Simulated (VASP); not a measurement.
# NaScTe2 (P4/mmm) in VASP: further runs

The runs below take NaScTe2 through single point, with r2SCAN.

Program: VASP 6.6.1. These are calculated values, not measurements. Logs are shortened: lines on timing, memory, paths and dates and some standing lists are left out, and cuts for length are marked.

**1. The cell of the first run**

Symmetry: P4/mmm, No. 123, tetragonal system. The conventional cell has a = 4.222 Å, b = 4.222 Å, c = 5.779 Å, α = 90.00°, β = 90.00°, γ = 90.00°. Within 3.8 Å of Na (site symmetry 4/mmm) lie 6 Te at 2.89 to 2.99 Å. Te (site symmetry 4/mmm) has 2 Na at 2.89 Å and 4 Sc at 2.99 Å within 3.8 Å. Within 3.8 Å of Te (site symmetry 4/mmm) lie 2 Sc at 2.89 Å and 4 Na at 2.99 Å. Sc (site symmetry 4/mmm) has 6 Te at 2.89 to 2.99 Å within 3.8 Å.

**2. Single point, r2SCAN (volume changed by -6%)**

Contents of POSCAR:

```
NaScTe2
1.0
    4.2219485591      0.0000000000      0.0000000000
    0.0000000000      4.2219485591      0.0000000000
    0.0000000000      0.0000000000      5.7787419222
Na Te Sc
1 2 1
Direct
    0.0000000000      0.0000000000      0.0000000000
    0.0000000000      0.0000000000      0.5000000000
    0.5000000000      0.5000000000      0.0000000000
    0.5000000000      0.5000000000      0.5000000000
```

Contents of INCAR.step1:

```
SYSTEM = NaScTe2
ALGO = Normal ; EDIFF = 1E-4
ENCUT = 520 ; GGA = PE
ISMEAR = -1 ; LASPH = .TRUE.
LCHARG = .FALSE. ; LREAL = .FALSE.
LWAVE = .TRUE. ; NBANDS = 23
NELM = 80 ; PREC = Accurate
SIGMA = 0.02
```

Contents of INCAR.step2:

```
SYSTEM = NaScTe2
ALGO = Normal ; EDIFF = 1E-6
ENCUT = 520 ; ISIF = 2
ISMEAR = -1 ; ISTART = 1
LASPH = .TRUE. ; LCHARG = .FALSE.
LMIXTAU = .TRUE. ; LREAL = .FALSE.
LWAVE = .FALSE. ; METAGGA = R2SCAN
NBANDS = 23 ; NELM = 80
PREC = Accurate ; SIGMA = 0.02
```

Contents of KPOINTS:

```
k-points
0
G
  6 6 4
  0 0 0
```

Potentials or basis: VASP PAW PBE potentials, release 64 (Na_pv, Te, Sc_sv).

Started as:

```
$ cat potpaw_PBE.64/Na_pv/POTCAR potpaw_PBE.64/Te/POTCAR potpaw_PBE.64/Sc_sv/POTCAR > POTCAR
$ cp INCAR.step1 INCAR
$ mpirun -np 1 vasp_std > vasp.out
$ cp INCAR.step2 INCAR
$ mpirun -np 1 vasp_std > vasp.out
```

OUTCAR:

```text
SYSTEM = NaScTe2
   EDIFF = 1E-6
   ENCUT = 520
   ISIF = 2
   ISMEAR = -1
   ISTART = 1
   LASPH = .TRUE.
   LREAL = .FALSE.
   METAGGA = R2SCAN
   NELM = 80
   PREC = Accurate

 ion  position               nearest neighbor table
   1  0.000  0.000  0.000-   2 2.89   2 2.89   3 2.99   3 2.99   3 2.99   3 2.99
   2  0.000  0.000  0.500-   1 2.89   1 2.89   4 2.99   4 2.99   4 2.99   4 2.99
   3  0.500  0.500  0.000-   4 2.89   4 2.89   1 2.99   1 2.99   1 2.99   1 2.99
   4  0.500  0.500  0.500-   3 2.89   3 2.89   2 2.99   2 2.99   2 2.99   2 2.99

  LATTYP: Found a simple tetragonal cell.
 ALAT       =     4.2219485591
 C/A-ratio  =     1.3687381173

  Lattice vectors:

 A1 = (   4.2219485591,   0.0000000000,   0.0000000000)
 A2 = (   0.0000000000,   4.2219485591,   0.0000000000)
 A3 = (   0.0000000000,   0.0000000000,   5.7787419222)

Analysis of symmetry for initial positions (statically):
=====================================================================
 Subroutine PRICEL returns:
 Original cell was already a primitive cell.

 Routine SETGRP: Setting up the symmetry group for a
 simple tetragonal supercell.

 Subroutine GETGRP returns: Found 16 space group operations
 (whereof 16 operations were pure point group operations)
 out of a pool of 16 trial point group operations.

The static configuration has the point symmetry D_4h.

Analysis of symmetry for dynamics (positions and initial velocities):
=====================================================================
 Subroutine PRICEL returns:
 Original cell was already a primitive cell.

 Routine SETGRP: Setting up the symmetry group for a
 simple tetragonal supercell.

 Subroutine GETGRP returns: Found 16 space group operations
 (whereof 16 operations were pure point group operations)
 out of a pool of 16 trial point group operations.

The dynamic configuration has the point symmetry D_4h.

 Subroutine INISYM returns: Found 16 space group operations
 (whereof 16 operations are pure point group operations),
 and found     1 'primitive' translations

----------------------------------------------------------------------------------------

                                     Primitive cell

  volume of cell :     103.0052

  direct lattice vectors                    reciprocal lattice vectors
     4.221948559  0.000000000  0.000000000     0.236857457  0.000000000  0.000000000
     0.000000000  4.221948559  0.000000000     0.000000000  0.236857457  0.000000000
     0.000000000  0.000000000  5.778741922     0.000000000  0.000000000  0.173048046

  length of vectors
     4.221948559  4.221948559  5.778741922     0.236857457  0.236857457  0.173048046

  position of ions in fractional coordinates (direct lattice)
     0.000000000  0.000000000  0.000000000
     0.000000000  0.000000000  0.500000000
     0.500000000  0.500000000  0.000000000
     0.500000000  0.500000000  0.500000000

  ion indices of the primitive-cell ions
   primitive index   ion index
                 1           1
                 2           2
                 3           3
                 4           4

----------------------------------------------------------------------------------------

 KPOINTS: k-points

Automatic generation of k-mesh.
 Grid dimensions read from file:
 generate k-points for:    6    6    4

 Generating k-lattice:

  Cartesian coordinates                     Fractional coordinates (reciprocal lattice)
     0.039476243  0.000000000  0.000000000     0.166666667  0.000000000  0.000000000
     0.000000000  0.039476243  0.000000000     0.000000000  0.166666667  0.000000000
     0.000000000  0.000000000  0.043262012     0.000000000  0.000000000  0.250000000

  Length of vectors
     0.039476243  0.039476243  0.043262012

  Shift w.r.t. Gamma in fractional coordinates (k-lattice)
     0.000000000  0.000000000  0.000000000

 Subroutine IBZKPT returns following result:
 ===========================================

 Found     30 irreducible k-points:

 Following reciprocal coordinates:
            Coordinates               Weight
  0.000000  0.000000  0.000000      1.000000
  0.166667  0.000000  0.000000      4.000000
  0.333333  0.000000  0.000000      4.000000
  0.500000  0.000000  0.000000      2.000000
  0.166667  0.166667  0.000000      4.000000
  0.333333  0.166667  0.000000      8.000000
[... 16 lines left out ...]
  0.333333  0.000000  0.500000      4.000000
  0.500000  0.000000  0.500000      2.000000
 [... further k-points ...]
   k-points           NKPTS =     30   k-points in BZ     NKDIM =     30   number of bands    NBANDS=     23
   number of dos      NEDOS =    301   number of ions     NIONS =      4
   total plane-waves  NPLWV =  49152
   dimension x,y,z NGX =    32 NGY =   32 NGZ =   48
   dimension x,y,z NGXF=    64 NGYF=   64 NGZF=   96
   ions per type =               1   2   1
   NGX,Y,Z   is equivalent  to a cutoff of  12.60, 12.60, 13.81 a.u.
   NGXF,Y,Z  is equivalent  to a cutoff of  25.20, 25.20, 27.62 a.u.
 SYSTEM =  NaScTe2
   PREC   = accura    normal or accurate (medium, high low for compatibility)
   ISTART =      1    job   : 0-new  1-cont  2-samecut
   ICHARG =      0    charge: 1-file 2-atom 10-const
   ISPIN  =      1    spin polarized calculation?
   LNONCOLLINEAR =      F non collinear calculations
   LSORBIT =      F    spin-orbit coupling
   LASPH  =      T    aspherical Exc in radial PAW
   ENCUT  =  520.0 eV  38.22 Ry    6.18 a.u.   7.85  7.85 10.74*2*pi/ulx,y,z
   NELM   =     80;   NELMIN=  2; NELMDL=  0     # of ELM steps
   EDIFF  = 0.1E-05   stopping-criterion for ELM
   LREAL  =      F    real-space projection
[... 7 lines left out ...]
   TEBEG  =    0.0;   TEEND  =   0.0 temperature during run
   PSTRESS=    0.0 pullay stress
   NELECT =      30.0000    total number of electrons
   NUPDOWN=      -1.0000    fix difference up-down
   EMIN   =  10.00;   EMAX   =-10.00  energy-range for DOS
   EFERMI =   0.00;   METHOD = LEGACY
   ISMEAR =    -1;   SIGMA  =   0.02  broadening in eV -4-tet -1-fermi 0-gaus
   EFERMI_NEDOS =   21; number of points for ismear=-14 and -15
   IALGO  =     38    algorithm
   IMIX   =      4    mixing-type and parameters
     AMIX     =   0.40;   BMIX     =  1.00
     AMIX_MAG =   1.60;   BMIX_MAG =  1.00
  volume/ion in A,a.u.               =      25.75       173.78
  Fermi-wavevector in a.u.,A,eV,Ry     =   1.085164  2.050663 16.021972  1.177582
  Thomas-Fermi vector in A             =   2.221272
   LORBIT       =      0    0 simple, 1 ext, 2 COOP (PROOUT), +10 PAW based schemes
   METAGGA = R2SCAN    functional components
   LHFCALC =     F    Hartree Fock is set to
   AEXX    =    0.0000 exact exchange contribution
   IVDW    =     0    specifies the selected vdW correction
   LEPSILON=     F    determine dielectric tensor
   LRPA    =     F    only Hartree local field effects (RPA)
 non-spin polarized calculation
  energy-cutoff  :      520.00
  volume of cell :      103.01
 maximum number of plane-waves:      2796
 NGX is ok and might be reduce to    32
   NGX = 15   NGY = 15   NGZ = 21

 number of electron      30.0000003 magnetization

 Free energy of the ion-electron system (eV)
  ---------------------------------------------------
  ext. energy  EPLUGINS =         0.00000000
  ---------------------------------------------------
  free energy    TOTEN  =       -70.56956379 eV

  energy without entropy =      -70.56877953  energy(sigma->0) =      -70.56917166

 E-fermi :   4.9178     XC(G=0):  -9.8930

 val. band max:        4.8993856566   @ k =   0.0000   0.0000   0.2500
 cond. band min:       4.9272362104   @ k =   0.0000   0.0000   0.5000
 fundamental gap:      0.0278505538
 Fermi energy:         4.9178179168

 k-point     1 :       0.0000    0.0000    0.0000
  band No.  band energies     occupation
      1     -47.7401      2.00000
      2     -25.4030      2.00000
      3     -25.4030      2.00000
      4     -25.2975      2.00000
      5     -19.1368      2.00000
      6     -19.0974      2.00000
[... 15 lines left out ...]
     22      10.1261      0.00000
     23      10.3921      0.00000

 k-point     2 :       0.1667    0.0000    0.0000
  band No.  band energies     occupation
      1     -47.7400      2.00000
      2     -25.4072      2.00000
      3     -25.4020      2.00000
      4     -25.2972      2.00000
      5     -19.1366      2.00000
      6     -19.0997      2.00000
[... 15 lines left out ...]
     22      10.6151      0.00000
     23      11.3042      0.00000

 k-point     3 :       0.3333    0.0000    0.0000
  band No.  band energies     occupation
      1     -47.7397      2.00000
      2     -25.4156      2.00000
      3     -25.4000      2.00000
      4     -25.2966      2.00000
      5     -19.1363      2.00000
      6     -19.1043      2.00000
[... 15 lines left out ...]
     22      11.2945      0.00000
     23      11.8676      0.00000

 k-point     4 :       0.5000    0.0000    0.0000
  band No.  band energies     occupation
      1     -47.7395      2.00000
      2     -25.4198      2.00000
      3     -25.3990      2.00000
      4     -25.2963      2.00000
      5     -19.1361      2.00000
      6     -19.1066      2.00000
[... 15 lines left out ...]
     22      11.1970      0.00000
     23      11.8407      0.00000

 k-point     5 :       0.1667    0.1667    0.0000
  band No.  band energies     occupation
      1     -47.7398      2.00000
      2     -25.4062      2.00000
      3     -25.4062      2.00000
      4     -25.2969      2.00000
      5     -19.1365      2.00000
      6     -19.0993      2.00000
[... 15 lines left out ...]
     22      11.5043      0.00000
     23      11.6001      0.00000

 k-point     6 :       0.3333    0.1667    0.0000
  band No.  band energies     occupation
      1     -47.7395      2.00000
      2     -25.4146      2.00000
      3     -25.4043      2.00000
      4     -25.2963      2.00000
      5     -19.1361      2.00000
      6     -19.1036      2.00000
[... 15 lines left out ...]
     22      11.2037      0.00000
     23      11.5995      0.00000

 k-point     7 :       0.5000    0.1667    0.0000
  band No.  band energies     occupation
      1     -47.7393      2.00000
      2     -25.4189      2.00000
      3     -25.4033      2.00000
      4     -25.2960      2.00000
      5     -19.1360      2.00000
      6     -19.1059      2.00000
[... 353 lines left out ...]
     22      10.3165      0.00000
     23      11.3677      0.00000

 k-point    21 :       0.0000    0.0000    0.5000
  band No.  band energies     occupation
      1     -47.7402      2.00000
      2     -25.4029      2.00000
      3     -25.4029      2.00000
      4     -25.2971      2.00000
      5     -19.1377      2.00000
      6     -19.0973      2.00000
[... 15 lines left out ...]
     22      11.0572      0.00000
     23      11.2522      0.00000

 k-point    22 :       0.1667    0.0000    0.5000
  band No.  band energies     occupation
      1     -47.7400      2.00000
      2     -25.4071      2.00000
      3     -25.4019      2.00000
      4     -25.2968      2.00000
      5     -19.1375      2.00000
      6     -19.0996      2.00000
[... 15 lines left out ...]
     22      11.2739      0.00000
     23      11.6951      0.00000

 k-point    23 :       0.3333    0.0000    0.5000
  band No.  band energies     occupation
      1     -47.7397      2.00000
      2     -25.4155      2.00000
      3     -25.3999      2.00000
      4     -25.2962      2.00000
      5     -19.1371      2.00000
      6     -19.1041      2.00000
[... 15 lines left out ...]
     22      10.0892      0.00000
     23      11.6969      0.00000

 k-point    24 :       0.5000    0.0000    0.5000
  band No.  band energies     occupation
      1     -47.7396      2.00000
      2     -25.4197      2.00000
      3     -25.3989      2.00000
      4     -25.2959      2.00000
      5     -19.1369      2.00000
      6     -19.1064      2.00000
[... 15 lines left out ...]
     22       9.6515      0.00000
     23      10.8536      0.00000

 [... further k-points ...]

------------------------ aborting loop because EDIFF is reached ----------------------------------------

  FORCE on cell =-STRESS in cart. coord.  units (eV):
  Direction    XX          YY          ZZ          XY          YZ          ZX
  --------------------------------------------------------------------------------------
  -------------------------------------------------------------------------------------
  Total        2.0190005      2.0190005      2.6634095      0.0000000      0.0000000      0.0000000
  in kB       31.4042069     31.4042069     41.4275602      0.0000000      0.0000000      0.0000000
  external PRESSURE =      34.7453247 kB  Pullay stress =       0.0000000 kB

 VOLUME and BASIS-vectors are now :
 -----------------------------------------------------------------------------
  energy-cutoff  :      520.00
  volume of cell :      103.01
      direct lattice vectors                 reciprocal lattice vectors
     4.221948559  0.000000000  0.000000000     0.236857457  0.000000000  0.000000000
     0.000000000  4.221948559  0.000000000     0.000000000  0.236857457  0.000000000
     0.000000000  0.000000000  5.778741922     0.000000000  0.000000000  0.173048046

 POSITION                                       TOTAL-FORCE (eV/Angst)
 -----------------------------------------------------------------------------------
      0.00000      0.00000      0.00000         0.000000      0.000000      0.000000
      0.00000      0.00000      2.88937         0.000000      0.000000      0.000000
      2.11097      2.11097      0.00000         0.000000      0.000000      0.000000
      2.11097      2.11097      2.88937         0.000000      0.000000      0.000000
 -----------------------------------------------------------------------------------
    total drift:                                0.000000      0.000000     -0.000000

  FREE ENERGIE OF THE ION-ELECTRON SYSTEM (eV)
  ---------------------------------------------------
  free  energy   TOTEN  =       -70.5695637947 eV

  energy  without entropy=      -70.5687795316  energy(sigma->0) =      -70.56917166
```

Run time: 2.5 min. Hardware: 1 thread of Intel Xeon Platinum 8488C (Sapphire Rapids), shared host; peak memory 0.27 GiB.

What came out:

```
Free energy            : -70.5696 eV
Pressure               : 3.5 GPa
Band gap on the k mesh : zero (band 15 reaches 5.11 eV, above the bottom of band 16 at 4.90 eV)
```

Caveat: the PAW data sets were made with another functional, which shifts forces and pressure a little; spin-orbit coupling is left out, which moves the levels of the heavy elements.

**3. Single point, r2SCAN (volume changed by -3%)**

Contents of POSCAR:

```
NaScTe2
1.0
    4.2663933890      0.0000000000      0.0000000000
    0.0000000000      4.2663933890      0.0000000000
    0.0000000000      0.0000000000      5.8395752550
Na Te Sc
1 2 1
Direct
    0.0000000000      0.0000000000      0.0000000000
    0.0000000000      0.0000000000      0.5000000000
    0.5000000000      0.5000000000      0.0000000000
    0.5000000000      0.5000000000      0.5000000000
```

Contents of INCAR.step1:

```
PREC     = Accurate       # precision mode
ENCUT    = 520            # plane-wave cutoff, eV
ISMEAR   = -1             # smearing method
SIGMA    = 0.02           # smearing width, eV
LREAL    = False          # projectors in reciprocal space
LASPH    = True           # aspherical terms in the spheres
NELM     = 60             # most SCF steps
NBANDS   = 23             # bands
GGA      = PE             # functional
ALGO     = Normal         # electronic algorithm
EDIFF    = 1E-4           # SCF threshold, eV
LWAVE    = True           # write WAVECAR
LCHARG   = False          # write CHGCAR
```

Contents of INCAR.step2:

```
PREC     = Accurate       # precision mode
ENCUT    = 520            # plane-wave cutoff, eV
EDIFF    = 1E-6           # SCF threshold, eV
ISMEAR   = -1             # smearing method
SIGMA    = 0.02           # smearing width, eV
LREAL    = False          # projectors in reciprocal space
LASPH    = True           # aspherical terms in the spheres
NELM     = 60             # most SCF steps
ALGO     = Normal         # electronic algorithm
ISIF     = 2              # what is computed and relaxed
LWAVE    = False          # write WAVECAR
LCHARG   = False          # write CHGCAR
METAGGA  = R2SCAN         # meta-GGA
LMIXTAU  = True         
NBANDS   = 23             # bands
ISTART   = 1
```

Contents of KPOINTS:

```
Automatic mesh
0
Gamma
  6 6 4
```

Potentials or basis: VASP PAW PBE potentials, release 64 (Na_pv, Te, Sc_sv).

Started as:

```
$ cat potpaw_PBE.64/Na_pv/POTCAR potpaw_PBE.64/Te/POTCAR potpaw_PBE.64/Sc_sv/POTCAR > POTCAR
$ cp INCAR.step1 INCAR
$ mpirun -np 1 vasp_std > vasp.out
$ cp INCAR.step2 INCAR
$ mpirun -np 1 vasp_std > vasp.out
```

Run time: 2.3 min. Hardware: 1 thread of Intel Xeon Platinum 8488C (Sapphire Rapids), shared host; peak memory 0.27 GiB.

It converged, with:

```yaml
Free_energy: -70.6213 eV
Pressure: 1.6 GPa
Band_gap_on_the_k_mesh: zero (band 15 reaches 4.79 eV, above the bottom of band 16 at 4.64 eV)
```

Stress tensor (GPa, compression positive):
```
1.48 0.00 0.00
0.00 1.48 0.00
0.00 0.00 1.93
```

Levels at points of the mesh, in eV from the Fermi level:
| k point | band 11 | band 12 | band 13 | band 14 | band 15 | band 16 | band 17 | band 18 | band 19 | band 20 |
| --- | --- | --- | --- | --- | --- | --- | --- | --- | --- | --- |
| (0.00, 0.00, 0.00) | -1.94 | -1.94 | -0.04 | -0.03 | 0.15 | 0.15 | 0.86 | 1.25 | 1.25 | 1.61 |
| (0.50, 0.00, 0.00) | -2.62 | -2.53 | -2.49 | -2.16 | -0.25 | 1.38 | 1.62 | 1.97 | 2.03 | 3.81 |
| (0.50, 0.50, 0.00) | -4.01 | -1.65 | -1.61 | -1.32 | -1.32 | 0.51 | 0.51 | 1.46 | 1.90 | 1.95 |
| (0.00, 0.00, 0.50) | -2.26 | -1.63 | -1.63 | -0.87 | -0.87 | 0.02 | 0.87 | 2.21 | 2.23 | 2.23 |
| (0.50, 0.00, 0.50) | -4.01 | -2.61 | -2.41 | -0.63 | -0.38 | 1.66 | 2.07 | 2.28 | 3.83 | 3.89 |
| (0.50, 0.50, 0.50) | -3.57 | -2.97 | -2.59 | -2.59 | -2.02 | 1.58 | 1.77 | 1.77 | 1.90 | 1.97 |

Caveat: the PAW data sets were made with another functional, which shifts forces and pressure a little; spin-orbit coupling is left out, which moves the levels of the heavy elements.

[end of part 1 of 2]
